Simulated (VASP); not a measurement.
# InSbH3 in VASP: further runs

InSbH3 is run at these levels: PBEsol; tasks: single point.

Everything below comes from runs of VASP 6.6.1. Logs are shortened: lines on timing, memory, paths and dates and some standing lists are left out, and cuts for length are marked.

## Step 1: The cell of the first run

The cell holds a wire or tube with vacuum around it, 20 atoms: a = 15.900 Å, b = 17.800 Å, c = 6.340 Å, α = 90.00°, β = 90.00°, γ = 90.00°.

## Step 2: Single point, PBEsol

Contents of INCAR:

```
PREC = Accurate ; ENCUT = 520
EDIFF = 1E-6 ; ISMEAR = 0
SIGMA = 0.05 ; LREAL = Auto
LASPH = True ; NELM = 100
ALGO = Normal ; ISIF = 2
LWAVE = False ; LCHARG = True
GGA = PS ; LELF = True
LVHAR = True ; NBANDS = 58
```

Contents of KPOINTS:

```
regular mesh
0
Gamma
  1 1 9
```

Contents of POSCAR:

```
InSbH3
1.0
   15.9000000000      0.0000000000      0.0000000000
    0.0000000000     17.8000000000      0.0000000000
    0.0000000000      0.0000000000      6.3396458822
In Sb H
4 4 12
Direct
    0.6740573496      0.5000000000      0.0000000000
    0.4625082972      0.5000000000      0.5000000000
    0.4379834201      0.3007605483     -0.0579853085
    0.4379834201      0.6992394517      0.0579853085
    0.3644144874      0.5989589379      0.7495919005
    0.3644144874      0.4010410621      0.2504080995
    0.5516616760      0.5894618100      0.2168686255
    0.5516616760      0.4105381900      0.7831313745
    0.7200173238      0.5558198903      0.8103985606
    0.7200173238      0.4441801097      0.1896014394
    0.2898007285      0.5441425119      0.8676778042
    0.2971112321      0.6434871600      0.5818559903
    0.2898007285      0.4558574881      0.1323221958
    0.2971112321      0.3565128400      0.4181440097
    0.6074355029      0.6393879593      0.4000610805
    0.3603700573      0.2858302462      0.7563746661
    0.4910249107      0.2366091319      0.0945015749
    0.3603700573      0.7141697538      0.2436253339
    0.4910249107      0.7633908681      0.9054984251
    0.6074355029      0.3606120407      0.5999389195
```

Potentials or basis: VASP PAW PBE potentials, release 64 (In_d, Sb, H).

Run with:

```console
$ cat potpaw_PBE.64/In_d/POTCAR potpaw_PBE.64/Sb/POTCAR potpaw_PBE.64/H/POTCAR > POTCAR
$ mpirun -np 1 vasp_std > vasp.out
```

OUTCAR:

```text
PREC = Accurate
   ENCUT = 520
   EDIFF = 1E-6
   ISMEAR = 0
   LREAL = Auto
   LASPH = True
   NELM = 100
   ISIF = 2
   GGA = PS

 ion  position               nearest neighbor table
   1  0.674  0.500  0.000-   9 1.72  10 1.72   7 2.87   8 2.87
   2  0.463  0.500  0.500-   7 2.79   8 2.79   5 2.84   6 2.84
   3  0.438  0.301  0.942-  17 1.72  16 1.73   8 2.85   6 2.89
   4  0.438  0.699  0.058-  19 1.72  18 1.73   7 2.85   5 2.89
   5  0.364  0.599  0.750-  12 1.70  11 1.71   2 2.84   4 2.89
   6  0.364  0.401  0.250-  14 1.70  13 1.71   2 2.84   3 2.89
   7  0.552  0.589  0.217-  15 1.71   2 2.79   4 2.85   1 2.87
   8  0.552  0.411  0.783-  20 1.71   2 2.79   3 2.85   1 2.87
   9  0.720  0.556  0.810-   1 1.72
  10  0.720  0.444  0.190-   1 1.72
  11  0.290  0.544  0.868-   5 1.71
  12  0.297  0.643  0.582-   5 1.70
  13  0.290  0.456  0.132-   6 1.71
  14  0.297  0.357  0.418-   6 1.70
  15  0.607  0.639  0.400-   7 1.71
  16  0.360  0.286  0.756-   3 1.73
  17  0.491  0.237  0.095-   3 1.72
  18  0.360  0.714  0.244-   4 1.73
  19  0.491  0.763  0.905-   4 1.72
  20  0.607  0.361  0.600-   8 1.71

  LATTYP: Found a simple orthorhombic cell.
 ALAT       =     6.3396458822
 B/A-ratio  =     2.5080265200
 C/A-ratio  =     2.8077278023

  Lattice vectors:

 A1 = (   0.0000000000,   0.0000000000,   6.3396458822)
 A2 = (  15.9000000000,   0.0000000000,   0.0000000000)
 A3 = (   0.0000000000,  17.8000000000,   0.0000000000)

Analysis of symmetry for initial positions (statically):
=====================================================================
 Subroutine PRICEL returns:
 Original cell was already a primitive cell.

 Routine SETGRP: Setting up the symmetry group for a
 simple orthorhombic supercell.

 Subroutine GETGRP returns: Found  2 space group operations
 (whereof  2 operations were pure point group operations)
 out of a pool of  8 trial point group operations.

The static configuration has the point symmetry C_2 .

Analysis of symmetry for dynamics (positions and initial velocities):
=====================================================================
 Subroutine PRICEL returns:
 Original cell was already a primitive cell.

 Routine SETGRP: Setting up the symmetry group for a
 simple orthorhombic supercell.

 Subroutine GETGRP returns: Found  2 space group operations
 (whereof  2 operations were pure point group operations)
 out of a pool of  8 trial point group operations.

[... 120 lines left out ...]
   IBRION =     -1    ionic relax: 0-MD 1-quasi-New 2-CG
   NFREE  =      0    steps in history (QN), initial steepest desc. (CG)
   ISIF   =      2    stress and relaxation
   ISYM   =      2    0-nonsym 1-usesym 2-fastsym
   POTIM  = 0.5000    time-step for ionic-motion
   TEBEG  =    0.0;   TEEND  =   0.0 temperature during run
   PSTRESS=    0.0 pullay stress
   NELECT =      84.0000    total number of electrons
   NUPDOWN=      -1.0000    fix difference up-down
   EMIN   =  10.00;   EMAX   =-10.00  energy-range for DOS
   EFERMI =   0.00;   METHOD = LEGACY
   ISMEAR =     0;   SIGMA  =   0.05  broadening in eV -4-tet -1-fermi 0-gaus
   EFERMI_NEDOS =   21; number of points for ismear=-14 and -15
   IALGO  =     38    algorithm
   IMIX   =      4    mixing-type and parameters
     AMIX     =   0.40;   BMIX     =  1.00
     AMIX_MAG =   1.60;   BMIX_MAG =  1.00
  volume/ion in A,a.u.               =      89.71       605.41
  Fermi-wavevector in a.u.,A,eV,Ry     =   0.590030  1.114994  4.736665  0.348135
  Thomas-Fermi vector in A             =   1.637913
   LORBIT       =      0    0 simple, 1 ext, 2 COOP (PROOUT), +10 PAW based schemes
   GGA     = PS    functional components
   LHFCALC =     F    Hartree Fock is set to
   AEXX    =    0.0000 exact exchange contribution
   IVDW    =     0    specifies the selected vdW correction
   LEPSILON=     F    determine dielectric tensor
   LRPA    =     F    only Hartree local field effects (RPA)
 non-spin polarized calculation
 Gauss-broadening in eV      SIGMA  =   0.05
  energy-cutoff  :      520.00
  volume of cell :     1794.25
 maximum number of plane-waves:     48379
 NGX is ok and might be reduce to   120
   NGX = 59   NGY = 67   NGZ = 23

 number of electron      84.0000011 magnetization

 Free energy of the ion-electron system (eV)
  ---------------------------------------------------
  ext. energy  EPLUGINS =         0.00000000
  ---------------------------------------------------
  free energy    TOTEN  =       -63.97187386 eV

  energy without entropy =      -63.97187386  energy(sigma->0) =      -63.97187386

 E-fermi :  -4.1237     XC(G=0):  -2.3282

 val. band max:       -4.3482011362   @ k =   0.0000   0.0000   0.0000
 cond. band min:      -1.2209486165   @ k =   0.0000   0.0000   0.3333
 fundamental gap:      3.1272525197
 Fermi energy:        -4.1237109020

 k-point     1 :       0.0000    0.0000    0.0000
  band No.  band energies     occupation
      1     -17.6376      2.00000
      2     -17.6245      2.00000
      3     -17.5979      2.00000
      4     -17.5449      2.00000
      5     -17.5320      2.00000
      6     -17.2993      2.00000
[... 274 lines left out ...]
     53       0.9773      0.00000
     54       1.0873      0.00000
 [bands above 54 left out]

------------------------ aborting loop because EDIFF is reached ----------------------------------------

  FORCE on cell =-STRESS in cart. coord.  units (eV):
  Direction    XX          YY          ZZ          XY          YZ          ZX
  --------------------------------------------------------------------------------------
  -------------------------------------------------------------------------------------
  Total        0.2243821      0.1156600      0.2283381      0.0000000     -0.1446944      0.0000000
  in kB        0.2003626      0.1032789      0.2038952      0.0000000     -0.1292053      0.0000000
  external PRESSURE =       0.1691789 kB  Pullay stress =       0.0000000 kB

 VOLUME and BASIS-vectors are now :
 -----------------------------------------------------------------------------
  energy-cutoff  :      520.00
  volume of cell :     1794.25
      direct lattice vectors                 reciprocal lattice vectors
    15.900000000  0.000000000  0.000000000     0.062893082  0.000000000  0.000000000
     0.000000000 17.800000000  0.000000000     0.000000000  0.056179775  0.000000000
     0.000000000  0.000000000  6.339645882     0.000000000  0.000000000  0.157737517

 POSITION                                       TOTAL-FORCE (eV/Angst)
 -----------------------------------------------------------------------------------
     10.71751      8.90000      0.00000         0.025874      0.000000      0.000000
      7.35388      8.90000      3.16982        -0.014638      0.000000      0.000000
      6.96394      5.35354      5.97204        -0.010961      0.001241     -0.008470
      6.96394     12.44646      0.36761        -0.010961     -0.001241      0.008470
      5.79419     10.66147      4.75215         0.155744      0.005117      0.037270
      5.79419      7.13853      1.58750         0.155744     -0.005117     -0.037270
[... 12 lines left out ...]
      7.80730     13.58836      5.74054         0.000692      0.003519     -0.002755
      9.65822      6.41889      3.80340         0.055197     -0.061334     -0.077271
 -----------------------------------------------------------------------------------
    total drift:                                0.003072      0.000000      0.000000

  FREE ENERGIE OF THE ION-ELECTRON SYSTEM (eV)
  ---------------------------------------------------
  free  energy   TOTEN  =       -63.9718738600 eV

  energy  without entropy=      -63.9718738600  energy(sigma->0) =      -63.97187386
```

OSZICAR:

```text
N       E                     dE             d eps       ncg     rms          rms(c)
DAV:   1     0.548650655374E+03    0.54865E+03   -0.27803E+04   708   0.996E+02
DAV:   2    -0.821000258684E+01   -0.55686E+03   -0.54812E+03   728   0.248E+02
DAV:   3    -0.649657453464E+02   -0.56756E+02   -0.56496E+02   688   0.101E+02
[... 18 lines left out ...]
DAV:  22    -0.639718561995E+02   -0.20811E-04   -0.11621E-06   504   0.238E-03    0.633E-04
DAV:  23    -0.639718635695E+02   -0.73700E-05   -0.16832E-07   512   0.129E-03    0.457E-04
DAV:  24    -0.639718696085E+02   -0.60390E-05   -0.18929E-07   488   0.996E-04    0.300E-04
DAV:  25    -0.639718729258E+02   -0.33173E-05   -0.13476E-07   492   0.787E-04    0.370E-04
DAV:  26    -0.639718738600E+02   -0.93419E-06   -0.45395E-08   474   0.553E-04
   1 F= -.63971874E+02 E0= -.63971874E+02  d E =-.647559E-11
```

Run time: 29 min. Hardware: 1 thread of Intel Xeon Platinum 8259CL at 2.50GHz (Skylake/Cascade Lake), shared host; peak memory 1.6 GiB.

Results:

- Free energy: -63.9719 eV
- Largest force: 0.160 eV/Å
- Band gap on the k mesh: 3.13 eV (least direct gap 3.16 eV)

Forces on the atoms (eV/Å):
```
In   0.026  0.000  0.000
In  -0.015  0.000  0.000
In  -0.011  0.001 -0.008
In  -0.011 -0.001  0.008
Sb   0.156  0.005  0.037
Sb   0.156 -0.005 -0.037
Sb  -0.058 -0.059 -0.090
Sb  -0.058  0.059  0.090
H   -0.010 -0.011  0.015
H   -0.010  0.011 -0.015
H   -0.083 -0.068  0.047
H   -0.071  0.056 -0.076
H   -0.083  0.068 -0.047
H   -0.071 -0.056  0.076
H    0.055  0.061  0.077
H    0.015  0.011  0.018
H    0.001 -0.004  0.003
H    0.015 -0.011 -0.018
H    0.001  0.004 -0.003
H    0.055 -0.061 -0.077
```

Levels at points of the mesh, in eV from the valence-band top:
```csv
k point,band 40,band 41,band 42,band 43,band 44,band 45
"(0.00, 0.00, 0.00)",-0.20,-0.03,0.00,3.16,3.35,3.65
```

Caveat: the PAW data sets were made with another functional, which shifts forces and pressure a little; spin-orbit coupling is left out, which moves the levels of the heavy elements.

## Step 3: Single point, PBEsol

This run uses another cell than the first one.

Contents of INCAR:

```
SYSTEM = InSbH3
ALGO = Normal
EDIFF = 1E-7
ENCUT = 520
GGA = PS
ISIF = 2
ISMEAR = 0
LASPH = .True.
LCHARG = .False.
LREAL = Auto
LWAVE = .False.
NBANDS = 58
NELM = 80
PREC = Accurate
SIGMA = 0.05
```

Contents of KPOINTS:

```
k-points
0
Gamma
  1 1 9
  0 0 0
```

Contents of POSCAR:

```
InSbH3
1.0
   15.9000000000      0.0000000000      0.0000000000
    0.0000000000     17.8000000000      0.0000000000
    0.0000000000      0.0000000000      6.5198581153
In Sb H
4 4 12
Direct
    0.6532255685      0.5000000000      0.0000000000
    0.4481985837      0.5000000000      0.5000000000
    0.4481985837      0.3168579181      0.0000000000
    0.4481985837      0.6831420819      0.0000000000
    0.3456850914      0.5915710409      0.7500000000
    0.3456850914      0.4084289591      0.2500000000
    0.5507120761      0.5915710409      0.2500000000
    0.5507120761      0.4084289591      0.7500000000
    0.7164072961      0.5564376106      0.8459185076
    0.7164072961      0.4435623894      0.1540814924
    0.2835927039      0.5361064926      0.9014249149
    0.2835927039      0.6470355893      0.5985750851
    0.2835927039      0.4638935074      0.0985750851
    0.2835927039      0.3529644107      0.4014249149
    0.6128044636      0.6470355893      0.4014249149
    0.3850168562      0.2604203075      0.8459185076
    0.5113803113      0.2604203075      0.1540814924
    0.3850168562      0.7395796925      0.1540814924
    0.5113803113      0.7395796925      0.8459185076
    0.6128044636      0.3529644107      0.5985750851
```

Potentials or basis: VASP PAW PBE potentials, release 64 (In_d, Sb, H).

Run with:

```console
$ cat potpaw_PBE.64/In_d/POTCAR potpaw_PBE.64/Sb/POTCAR potpaw_PBE.64/H/POTCAR > POTCAR
$ mpirun -np 1 vasp_std > vasp.out
```

OUTCAR:

```text
SYSTEM = InSbH3
   EDIFF = 1E-7
   ENCUT = 520
   GGA = PS
   ISIF = 2
   ISMEAR = 0
   LASPH = .True.
   LREAL = Auto
   NELM = 80
   PREC = Accurate

 ion  position               nearest neighbor table
   1  0.653  0.500  0.000-   9 1.74  10 1.74   7 2.82   8 2.82
   2  0.448  0.500  0.500-   5 2.82   6 2.82   7 2.82   8 2.82
   3  0.448  0.317  0.000-  16 1.74  17 1.74   6 2.82   8 2.82
   4  0.448  0.683  0.000-  18 1.74  19 1.74   5 2.82   7 2.82
   5  0.346  0.592  0.750-  11 1.71  12 1.71   2 2.82   4 2.82
   6  0.346  0.408  0.250-  13 1.71  14 1.71   2 2.82   3 2.82
   7  0.551  0.592  0.250-  15 1.71   2 2.82   1 2.82   4 2.82
   8  0.551  0.408  0.750-  20 1.71   2 2.82   1 2.82   3 2.82
   9  0.716  0.556  0.846-   1 1.74
  10  0.716  0.444  0.154-   1 1.74
  11  0.284  0.536  0.901-   5 1.71
  12  0.284  0.647  0.599-   5 1.71
  13  0.284  0.464  0.099-   6 1.71
  14  0.284  0.353  0.401-   6 1.71
  15  0.613  0.647  0.401-   7 1.71
  16  0.385  0.260  0.846-   3 1.74
  17  0.511  0.260  0.154-   3 1.74
  18  0.385  0.740  0.154-   4 1.74
  19  0.511  0.740  0.846-   4 1.74
  20  0.613  0.353  0.599-   8 1.71

  LATTYP: Found a simple orthorhombic cell.
 ALAT       =     6.5198581153
 B/A-ratio  =     2.4387033765
 C/A-ratio  =     2.7301207611

  Lattice vectors:

 A1 = (   0.0000000000,   0.0000000000,   6.5198581153)
 A2 = (  15.9000000000,   0.0000000000,   0.0000000000)
 A3 = (   0.0000000000,  17.8000000000,   0.0000000000)

Analysis of symmetry for initial positions (statically):
=====================================================================
 Subroutine PRICEL returns:
 Original cell was already a primitive cell.

 Routine SETGRP: Setting up the symmetry group for a
 simple orthorhombic supercell.

 Subroutine GETGRP returns: Found  2 space group operations
 (whereof  2 operations were pure point group operations)
 out of a pool of  8 trial point group operations.

The static configuration has the point symmetry C_2 .
[... 152 lines left out ...]
  Thomas-Fermi vector in A             =   1.630279
   LORBIT       =      0    0 simple, 1 ext, 2 COOP (PROOUT), +10 PAW based schemes
   GGA     = PS    functional components
   LHFCALC =     F    Hartree Fock is set to
   AEXX    =    0.0000 exact exchange contribution
   IVDW    =     0    specifies the selected vdW correction
   LEPSILON=     F    determine dielectric tensor
   LRPA    =     F    only Hartree local field effects (RPA)
 non-spin polarized calculation
 Gauss-broadening in eV      SIGMA  =   0.05
  energy-cutoff  :      520.00
  volume of cell :     1845.25
 maximum number of plane-waves:     49744
 NGX is ok and might be reduce to   120
   NGX = 59   NGY = 67   NGZ = 25

 number of electron      83.9999979 magnetization

 Free energy of the ion-electron system (eV)
  ---------------------------------------------------
  ext. energy  EPLUGINS =         0.00000000
  ---------------------------------------------------
  free energy    TOTEN  =       -63.02131965 eV

  energy without entropy =      -63.02131965  energy(sigma->0) =      -63.02131965

 E-fermi :  -4.0978     XC(G=0):  -2.2838

 val. band max:       -4.3358588604   @ k =   0.0000   0.0000   0.0000
 cond. band min:      -1.8347326772   @ k =   0.0000   0.0000   0.0000
 fundamental gap:      2.5011261832
 Fermi energy:        -4.0977694965

 k-point     1 :       0.0000    0.0000    0.0000
  band No.  band energies     occupation
      1     -18.0639      2.00000
      2     -18.0611      2.00000
      3     -18.0144      2.00000
      4     -17.9878      2.00000
      5     -17.9414      2.00000
      6     -17.2070      2.00000
[... 274 lines left out ...]
     53       0.7513      0.00000
     54       0.8821      0.00000
 [bands above 54 left out]

------------------------ aborting loop because EDIFF is reached ----------------------------------------

  FORCE on cell =-STRESS in cart. coord.  units (eV):
  Direction    XX          YY          ZZ          XY          YZ          ZX
  --------------------------------------------------------------------------------------
  -------------------------------------------------------------------------------------
  Total       -0.8007764     -0.3747792     -0.4369973      0.0000000      0.5794990      0.0000000
  in kB       -0.6952910     -0.3254100     -0.3794321      0.0000000      0.5031622      0.0000000
  external PRESSURE =      -0.4667110 kB  Pullay stress =       0.0000000 kB

 VOLUME and BASIS-vectors are now :
 -----------------------------------------------------------------------------
  energy-cutoff  :      520.00
  volume of cell :     1845.25
      direct lattice vectors                 reciprocal lattice vectors
    15.900000000  0.000000000  0.000000000     0.062893082  0.000000000  0.000000000
     0.000000000 17.800000000  0.000000000     0.000000000  0.056179775  0.000000000
     0.000000000  0.000000000  6.519858115     0.000000000  0.000000000  0.153377571

 POSITION                                       TOTAL-FORCE (eV/Angst)
 -----------------------------------------------------------------------------------
     10.38629      8.90000      0.00000         0.894517      0.000000     -0.000000
      7.12636      8.90000      3.25993         0.317015      0.000000     -0.000000
      7.12636      5.64007      0.00000         0.111968     -0.931633     -0.337445
      7.12636     12.15993      0.00000         0.111968      0.931633      0.337445
      5.49639     10.52996      4.88989         0.827057      0.077285      0.053690
      5.49639      7.27004      1.62996         0.827057     -0.077285     -0.053690
[... 12 lines left out ...]
      8.13095     13.16452      5.51527         0.009871     -0.293285     -0.168546
      9.74359      6.28277      3.90262        -0.099080      0.044434     -0.033332
 -----------------------------------------------------------------------------------
    total drift:                               -0.024911     -0.000000     -0.000002

  FREE ENERGIE OF THE ION-ELECTRON SYSTEM (eV)
  ---------------------------------------------------
  free  energy   TOTEN  =       -63.0213196530 eV

  energy  without entropy=      -63.0213196530  energy(sigma->0) =      -63.02131965
```

OSZICAR:

```text
N       E                     dE             d eps       ncg     rms          rms(c)
DAV:   1     0.546155399706E+03    0.54616E+03   -0.27633E+04   716   0.991E+02
DAV:   2    -0.851793082151E+01   -0.55467E+03   -0.54698E+03   748   0.248E+02
DAV:   3    -0.645788830084E+02   -0.56061E+02   -0.55805E+02   720   0.996E+01
[... 23 lines left out ...]
DAV:  27    -0.630213157989E+02   -0.14691E-05   -0.27539E-08   512   0.746E-04    0.363E-04
DAV:  28    -0.630213188854E+02   -0.30865E-05   -0.15505E-07   534   0.717E-04    0.474E-04
DAV:  29    -0.630213193877E+02   -0.50234E-06   -0.15006E-08   504   0.429E-04    0.223E-04
DAV:  30    -0.630213196219E+02   -0.23412E-06   -0.12639E-08   478   0.285E-04    0.137E-04
DAV:  31    -0.630213196530E+02   -0.31121E-07   -0.13648E-09   504   0.159E-04
   1 F= -.63021320E+02 E0= -.63021320E+02  d E =-.502555E-12
```

Wall time 32 min (1 thread of Intel Xeon Platinum 8259CL at 2.50GHz (Skylake/Cascade Lake), shared host); peak memory 1.6 GiB.

Results:

```yaml
Free_energy: -63.0213 eV
Largest_force: 0.997 eV/Å
Band_gap_on_the_k_mesh: 2.50 eV
```

Forces on the atoms (eV/Å):
```
In   0.895  0.000  0.000
In   0.317  0.000  0.000
In   0.112 -0.932 -0.337
In   0.112  0.932  0.337
Sb   0.827  0.077  0.054
Sb   0.827 -0.077 -0.054
Sb  -0.502 -0.399 -0.462
Sb  -0.502  0.399  0.462
H   -0.219  0.153 -0.079
H   -0.219 -0.153  0.079
H   -0.351  0.054 -0.138
H   -0.199 -0.197  0.147
H   -0.351 -0.054  0.138
H   -0.199  0.197 -0.147
H   -0.099 -0.044  0.033
H   -0.185  0.202 -0.064
H    0.010  0.293  0.169
H   -0.185 -0.202  0.064
H    0.010 -0.293 -0.169
H   -0.099  0.044 -0.033
```

Caveat: the PAW data sets were made with another functional, which shifts forces and pressure a little; spin-orbit coupling is left out, which moves the levels of the heavy elements.
